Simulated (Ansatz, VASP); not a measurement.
TiAl: VASP beside Ansatz

```
CELL_PARAMETERS angstrom
2.86726 0.00000 0.00000
-1.43363 2.48312 0.00000
0.00000 0.00000 4.67808
ATOMIC_POSITIONS crystal
Ti 0.95973 0.91946 0.00000
Al 0.33333 0.66667 0.50000
```

Alike in both runs: task single point; functional PBEsol; k mesh 18 × 18 × 10; occupations gaussian, width 0.15 eV; no spin polarisation.

|  | VASP | Ansatz |
| --- | --- | --- |
| version | VASP 6.6.1 | Ansatz 0.2.0 |
| potentials or method | VASP PAW PBE potentials, release 64 (Ti_sv, Al), cutoff 520 eV | scalar-relativistic, plane waves, PAW |
| valence electrons in the cell | 15 | 15 |

```tsv
	VASP	Ansatz	Ansatz less VASP
gap on the k mesh at the Fermi level (eV)	none	none	-
pressure (GPa)	-2.7	-2.6	+0.17
traceless stress, the component that is largest in VASP (GPa)	3.08	3.11	+0.037
rms of the force components (eV/Å)	0.166	0.166	-0.0002
```

VASP's potentials were made for PBE, not for PBEsol. Atom by atom the forces differ by 0.000 eV/Å (rms over components). A gap of «none» marks a metal or a gap that the smearing closes.
